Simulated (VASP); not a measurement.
# Re (Ia-3) in VASP: further runs

Re is run at these levels: PBE; tasks: single point.

All numbers are computed with VASP 6.6.1; they aren't measurements. Logs are shortened: lines on timing, memory, paths and dates and some standing lists are left out, and cuts for length are marked.

### 1 The cell of the first run

The structure is cubic, space group Ia-3 (No. 206). Conventional cell: a = 6.398 Å, b = 6.398 Å, c = 6.398 Å, α = 90.00°, β = 90.00°, γ = 90.00°. Within 3.0 Å of Re (site symmetry 3) lie 4 Re at 2.28 to 2.30 Å.

### 2 Single point, PBE

The input, INCAR:

```
  ALGO = Normal
  EDIFF = 1E-6
  ENCUT = 560
  GGA = PE
  GGA_COMPAT = F
  ISIF = 2
  ISMEAR = 0
  LASPH = T
  LCHARG = T
  LELF = T
  LREAL = F
  LVHAR = T
  LWAVE = F
  NBANDS = 70
  NELM = 120
  PREC = Accurate
  SIGMA = 0.1
```

The input, KPOINTS:

```
k-points
0
Gamma
  4 4 4
```

The input, POSCAR:

```
Re
1.0
   -3.1988913854      3.1988913854      3.1988913854
    3.1988913854     -3.1988913854      3.1988913854
    3.1988913854      3.1988913854     -3.1988913854
Re
8
Direct
    0.2060000000      0.2060000000      0.2060000000
    0.5000000000      0.0000000000      0.2940000000
    0.2940000000      0.5000000000      0.0000000000
    0.0000000000      0.2940000000      0.5000000000
    0.7940000000      0.7940000000      0.7940000000
    0.5000000000      0.0000000000      0.7060000000
    0.7060000000      0.5000000000      0.0000000000
    0.0000000000      0.7060000000      0.5000000000
```

Potentials or basis: VASP PAW PBE potentials, release 64 (Re_sv_GW).

Run with:

```
$ cat potpaw_PBE.64/Re_sv_GW/POTCAR > POTCAR
$ mpirun -np 1 vasp_std > vasp.out
```

OUTCAR:

```text
EDIFF = 1E-6
   ENCUT = 560
   GGA = PE
   ISIF = 2
   ISMEAR = 0
   LASPH = T
   LREAL = F
   NELM = 120
   PREC = Accurate

 ion  position               nearest neighbor table
   1  0.206  0.206  0.206-   5 2.28   3 2.30   4 2.30   2 2.30   5 3.26
   2  0.500  0.000  0.294-   6 2.28   4 2.30   1 2.30   3 2.30   6 3.26
   3  0.294  0.500  0.000-   7 2.28   2 2.30   1 2.30   4 2.30   7 3.26
   4  0.000  0.294  0.500-   8 2.28   3 2.30   1 2.30   2 2.30   8 3.26
   5  0.794  0.794  0.794-   1 2.28   6 2.30   7 2.30   8 2.30   1 3.26
   6  0.500  0.000  0.706-   2 2.28   5 2.30   7 2.30   8 2.30   2 3.26
   7  0.706  0.500  0.000-   3 2.28   5 2.30   8 2.30   6 2.30   3 3.26
   8  0.000  0.706  0.500-   4 2.28   5 2.30   6 2.30   7 2.30   4 3.26

  LATTYP: Found a body centered cubic cell.
 ALAT       =     6.3977827708

  Lattice vectors:

 A1 = (  -3.1988913854,   3.1988913854,   3.1988913854)
 A2 = (   3.1988913854,  -3.1988913854,   3.1988913854)
 A3 = (   3.1988913854,   3.1988913854,  -3.1988913854)

Analysis of symmetry for initial positions (statically):
=====================================================================
 Subroutine PRICEL returns:
 Original cell was already a primitive cell.

 Routine SETGRP: Setting up the symmetry group for a
 body centered cubic supercell.

 Subroutine GETGRP returns: Found 24 space group operations
 (whereof  6 operations were pure point group operations)
 out of a pool of 48 trial point group operations.

The static configuration has the point symmetry S_6 .
 The point group associated with its full space group is T_h .

Analysis of symmetry for dynamics (positions and initial velocities):
=====================================================================
 Subroutine PRICEL returns:
 Original cell was already a primitive cell.

 Routine SETGRP: Setting up the symmetry group for a
 body centered cubic supercell.

 Subroutine GETGRP returns: Found 24 space group operations
 (whereof  6 operations were pure point group operations)
 out of a pool of 48 trial point group operations.

The dynamic configuration has the point symmetry S_6 .
 The point group associated with its full space group is T_h .

 Subroutine INISYM returns: Found 24 space group operations
 (whereof  6 operations are pure point group operations),
 and found     1 'primitive' translations

----------------------------------------------------------------------------------------

                                     Primitive cell

  volume of cell :     130.9358

  direct lattice vectors                    reciprocal lattice vectors
    -3.198891385  3.198891385  3.198891385     0.000000000  0.156304150  0.156304150
     3.198891385 -3.198891385  3.198891385     0.156304150  0.000000000  0.156304150
     3.198891385  3.198891385 -3.198891385     0.156304150  0.156304150  0.000000000

  length of vectors
     5.540642407  5.540642407  5.540642407     0.221047449  0.221047449  0.221047449

  position of ions in fractional coordinates (direct lattice)
     0.206000000  0.206000000  0.206000000
     0.500000000  0.000000000  0.294000000
     0.294000000  0.500000000  0.000000000
     0.000000000  0.294000000  0.500000000
     0.794000000  0.794000000  0.794000000
     0.500000000  0.000000000  0.706000000
     0.706000000  0.500000000  0.000000000
     0.000000000  0.706000000  0.500000000

  ion indices of the primitive-cell ions
   primitive index   ion index
                 1           1
                 2           2
                 3           3
                 4           4
                 5           5
                 6           6
                 7           7
                 8           8

----------------------------------------------------------------------------------------

 KPOINTS: k-points

Automatic generation of k-mesh.
 Grid dimensions read from file:
 generate k-points for:    4    4    4

 Generating k-lattice:

  Cartesian coordinates                     Fractional coordinates (reciprocal lattice)
     0.000000000  0.039076038  0.039076038     0.250000000  0.000000000  0.000000000
     0.039076038  0.000000000  0.039076038     0.000000000  0.250000000  0.000000000
     0.039076038  0.039076038  0.000000000     0.000000000  0.000000000  0.250000000

  Length of vectors
     0.055261862  0.055261862  0.055261862

  Shift w.r.t. Gamma in fractional coordinates (k-lattice)
     0.000000000  0.000000000  0.000000000

 Subroutine IBZKPT returns following result:
 ===========================================

 Found      8 irreducible k-points:

 Following reciprocal coordinates:
            Coordinates               Weight
  0.000000  0.000000  0.000000      1.000000
  0.250000  0.000000  0.000000     12.000000
  0.500000  0.000000  0.000000      6.000000
  0.250000  0.250000  0.000000     24.000000
  0.250000  0.250000  0.250000      2.000000
 -0.250000  0.250000  0.250000      6.000000
  0.500000  0.500000  0.250000     12.000000
  0.500000  0.500000  0.500000      1.000000
   k-points           NKPTS =      8   k-points in BZ     NKDIM =      8   number of bands    NBANDS=     70
   number of dos      NEDOS =    301   number of ions     NIONS =      8
   total plane-waves  NPLWV = 110592
   dimension x,y,z NGX =    48 NGY =   48 NGZ =   48
   dimension x,y,z NGXF=    96 NGYF=   96 NGZF=   96
   ions per type =               8
   NGX,Y,Z   is equivalent  to a cutoff of  14.40, 14.40, 14.40 a.u.
   NGXF,Y,Z  is equivalent  to a cutoff of  28.80, 28.80, 28.80 a.u.
 SYSTEM =  unknown system
   PREC   = accura    normal or accurate (medium, high low for compatibility)
   ISTART =      0    job   : 0-new  1-cont  2-samecut
   ICHARG =      2    charge: 1-file 2-atom 10-const
   ISPIN  =      1    spin polarized calculation?
   LNONCOLLINEAR =      F non collinear calculations
   LSORBIT =      F    spin-orbit coupling
   LASPH  =      T    aspherical Exc in radial PAW
   ENCUT  =  560.0 eV  41.16 Ry    6.42 a.u.  10.69 10.69 10.69*2*pi/ulx,y,z
   NELM   =    120;   NELMIN=  2; NELMDL= -5     # of ELM steps
   EDIFF  = 0.1E-05   stopping-criterion for ELM
   LREAL  =      F    real-space projection
   EDIFFG = 0.1E-04   stopping-criterion for IOM
   NSW    =      0    number of steps for IOM
   IBRION =     -1    ionic relax: 0-MD 1-quasi-New 2-CG
   NFREE  =      0    steps in history (QN), initial steepest desc. (CG)
   ISIF   =      2    stress and relaxation
   ISYM   =      2    0-nonsym 1-usesym 2-fastsym
   POTIM  = 0.5000    time-step for ionic-motion
   TEBEG  =    0.0;   TEEND  =   0.0 temperature during run
   PSTRESS=    0.0 pullay stress
   NELECT =     120.0000    total number of electrons
   NUPDOWN=      -1.0000    fix difference up-down
   EMIN   =  10.00;   EMAX   =-10.00  energy-range for DOS
   EFERMI =   0.00;   METHOD = LEGACY
   ISMEAR =     0;   SIGMA  =   0.10  broadening in eV -4-tet -1-fermi 0-gaus
   EFERMI_NEDOS =   21; number of points for ismear=-14 and -15
   IALGO  =     38    algorithm
   IMIX   =      4    mixing-type and parameters
     AMIX     =   0.40;   BMIX     =  1.00
     AMIX_MAG =   1.60;   BMIX_MAG =  1.00
  volume/ion in A,a.u.               =      16.37       110.45
  Fermi-wavevector in a.u.,A,eV,Ry     =   1.590190  3.005024 34.405121  2.528705
  Thomas-Fermi vector in A             =   2.688923
   LORBIT       =      0    0 simple, 1 ext, 2 COOP (PROOUT), +10 PAW based schemes
   GGA     = PE    functional components
   LHFCALC =     F    Hartree Fock is set to
   AEXX    =    0.0000 exact exchange contribution
   IVDW    =     0    specifies the selected vdW correction
   LEPSILON=     F    determine dielectric tensor
   LRPA    =     F    only Hartree local field effects (RPA)
 non-spin polarized calculation
 Gauss-broadening in eV      SIGMA  =   0.10
  energy-cutoff  :      560.00
  volume of cell :      130.94
 maximum number of plane-waves:      3997
 NGX is ok and might be reduce to    48
   NGX = 21   NGY = 21   NGZ = 21

 number of electron     120.0000007 magnetization

 Free energy of the ion-electron system (eV)
  ---------------------------------------------------
  ext. energy  EPLUGINS =         0.00000000
  ---------------------------------------------------
  free energy    TOTEN  =       -96.45163085 eV

  energy without entropy =      -96.42853648  energy(sigma->0) =      -96.44008366

 E-fermi :  11.5214     XC(G=0): -13.2471

 val. band max:       11.4117748449   @ k =   0.5000   0.5000   0.2500
 cond. band min:      11.5905866535   @ k =   0.2500   0.2500   0.0000
 fundamental gap:      0.1788118086
 Fermi energy:        11.5213819937

 k-point     1 :       0.0000    0.0000    0.0000
  band No.  band energies     occupation
      1     -68.4420      2.00000
      2     -68.2604      2.00000
      3     -68.1117      2.00000
      4     -68.1117      2.00000
      5     -68.1117      2.00000
      6     -67.9323      2.00000
[... 62 lines left out ...]
     69      14.5671      0.00000
     70      14.5671      0.00000

 k-point     2 :       0.2500    0.0000    0.0000
  band No.  band energies     occupation
      1     -68.4088      2.00000
      2     -68.2660      2.00000
      3     -68.1686      2.00000
      4     -68.1480      2.00000
      5     -68.0794      2.00000
      6     -67.9548      2.00000
[... 62 lines left out ...]
     69      14.6316      0.00000
     70      14.7965      0.00000

 k-point     3 :       0.5000    0.0000    0.0000
  band No.  band energies     occupation
      1     -68.3249      2.00000
      2     -68.3249      2.00000
      3     -68.1961      2.00000
      4     -68.1961      2.00000
      5     -68.0130      2.00000
      6     -68.0130      2.00000
[... 354 lines left out ...]
     69      14.8930      0.00000
     70      14.9106      0.00000

 k-point     8 :       0.5000    0.5000    0.5000
  band No.  band energies     occupation
      1     -68.2760      2.00000
      2     -68.2760      2.00000
      3     -68.2760      2.00000
      4     -68.0998      2.00000
      5     -68.0998      2.00000
      6     -68.0998      2.00000
[... 62 lines left out ...]
     69      15.2567      0.00000
     70      15.2567      0.00000

------------------------ aborting loop because EDIFF is reached ----------------------------------------

  FORCE on cell =-STRESS in cart. coord.  units (eV):
  Direction    XX          YY          ZZ          XY          YZ          ZX
  --------------------------------------------------------------------------------------
  -------------------------------------------------------------------------------------
  Total       51.7402678     51.7402678     51.7402678      0.0000000      0.0000000      0.0000000
  in kB      633.1123425    633.1123425    633.1123425      0.0000000      0.0000000      0.0000000
  external PRESSURE =     633.1123425 kB  Pullay stress =       0.0000000 kB

 VOLUME and BASIS-vectors are now :
 -----------------------------------------------------------------------------
  energy-cutoff  :      560.00
  volume of cell :      130.94
      direct lattice vectors                 reciprocal lattice vectors
    -3.198891385  3.198891385  3.198891385     0.000000000  0.156304150  0.156304150
     3.198891385 -3.198891385  3.198891385     0.156304150  0.000000000  0.156304150
     3.198891385  3.198891385 -3.198891385     0.156304150  0.156304150  0.000000000

 POSITION                                       TOTAL-FORCE (eV/Angst)
 -----------------------------------------------------------------------------------
      0.65897      0.65897      0.65897         0.893990      0.893990      0.893990
     -0.65897      2.53992      0.65897        -0.893990     -0.893990      0.893990
      0.65897     -0.65897      2.53992         0.893990     -0.893990     -0.893990
      2.53992      0.65897     -0.65897        -0.893990      0.893990     -0.893990
      2.53992      2.53992      2.53992        -0.893990     -0.893990     -0.893990
      0.65897      3.85786     -0.65897         0.893990      0.893990     -0.893990
     -0.65897      0.65897      3.85786        -0.893990      0.893990      0.893990
      3.85786     -0.65897      0.65897         0.893990     -0.893990      0.893990
 -----------------------------------------------------------------------------------
    total drift:                                0.000000     -0.000000      0.000000

  FREE ENERGIE OF THE ION-ELECTRON SYSTEM (eV)
  ---------------------------------------------------
  free  energy   TOTEN  =       -96.4516308450 eV

  energy  without entropy=      -96.4285364833  energy(sigma->0) =      -96.44008366
```

Wall time 53 s (1 thread of Intel Xeon 6975P-C (Granite Rapids), shared host); peak memory 0.33 GiB.

Results:

- Free energy: -96.4516 eV
- Pressure: 63.3 GPa
- Largest force: 1.548 eV/Å
- Band gap on the k mesh: zero (bands 60 and 61 overlap by 2.09 eV)

Forces in eV/Å, atoms in the order of the input:
```
Re   0.894  0.894  0.894
Re  -0.894 -0.894  0.894
Re   0.894 -0.894 -0.894
Re  -0.894  0.894 -0.894
Re  -0.894 -0.894 -0.894
Re   0.894  0.894 -0.894
Re  -0.894  0.894  0.894
Re   0.894 -0.894  0.894
```

Caveat: the cell stands under pressure; spin-orbit coupling is left out, which moves the levels of the heavy elements; forces of over 1 eV/Å act on the atoms, so gaps and moduli don't describe the material at rest.

### 3 Single point, PBE

This run uses another cell than the first one, of 20.21 Å³/atom.

The input, INCAR:

```
SYSTEM = Re
PREC     = Accurate       ! precision mode
ENCUT    = 560            ! plane-wave cutoff, eV
EDIFF    = 1E-6           ! SCF threshold, eV
ISMEAR   = 0              ! smearing method
SIGMA    = 0.1            ! smearing width, eV
LREAL    = .FALSE.        ! projectors in reciprocal space
LASPH    = .TRUE.         ! aspherical terms in the spheres
NELM     = 120            ! most SCF steps
ALGO     = Normal         ! electronic algorithm
ISIF     = 2              ! what is computed and relaxed
LWAVE    = .FALSE.        ! write WAVECAR
LCHARG   = .FALSE.        ! write CHGCAR
GGA      = PE             ! functional
NBANDS   = 70             ! bands
GGA_COMPAT= .FALSE.
```

The input, KPOINTS:

```
regular mesh
0
G
  4 4 4
  0 0 0
```

The input, POSCAR:

```
Re
1.0
   -3.4319627657      3.4319627657      3.4319627657
    3.4319627657     -3.4319627657      3.4319627657
    3.4319627657      3.4319627657     -3.4319627657
Re
8
Direct
    0.2002321330      0.2002321330      0.2002321330
    0.5000000000      0.0000000000      0.2997678670
    0.2997678670      0.5000000000      0.0000000000
    0.0000000000      0.2997678670      0.5000000000
    0.7997678670      0.7997678670      0.7997678670
    0.5000000000      0.0000000000      0.7002321330
    0.7002321330      0.5000000000      0.0000000000
    0.0000000000      0.7002321330      0.5000000000
```

Potentials or basis: VASP PAW PBE potentials, release 64 (Re_sv_GW).

Run with:

```
$ cat potpaw_PBE.64/Re_sv_GW/POTCAR > POTCAR
$ mpirun -np 1 vasp_std > vasp.out
```

It took 71 s on 1 thread of Intel Xeon 6975P-C (Granite Rapids), shared host; peak memory 0.35 GiB.

The run converged. Its results:

```yaml
Free_energy: -101.4594 eV
Pressure: -0.8 GPa
Largest_force: 0.057 eV/Å
Band_gap_on_the_k_mesh: zero (bands 60 and 61 overlap by 1.28 eV)
```

Forces on the atoms (eV/Å):
```
Re   0.033  0.033  0.033
Re  -0.033 -0.033  0.033
Re   0.033 -0.033 -0.033
Re  -0.033  0.033 -0.033
Re  -0.033 -0.033 -0.033
Re   0.033  0.033 -0.033
Re  -0.033  0.033  0.033
Re   0.033 -0.033  0.033
```

Levels at points of the mesh, in eV from the Fermi level:
| k point | band 57 | band 58 | band 59 | band 60 | band 61 | band 62 | band 63 | band 64 |
| --- | --- | --- | --- | --- | --- | --- | --- | --- |
| (0.00, 0.00, 0.00) | -1.58 | -0.87 | -0.87 | 0.63 | 0.63 | 0.63 | 1.36 | 1.36 |
| (0.50, 0.00, 0.00) | -0.91 | -0.91 | -0.26 | -0.26 | 0.13 | 0.13 | 0.90 | 0.90 |
| (0.50, 0.50, 0.50) | -1.22 | -1.22 | -1.22 | -0.65 | -0.65 | -0.47 | 0.49 | 0.49 |

Caveat: spin-orbit coupling is left out, which moves the levels of the heavy elements.

The gap in the log of VASP goes by the Fermi energy; the results here count the filled bands.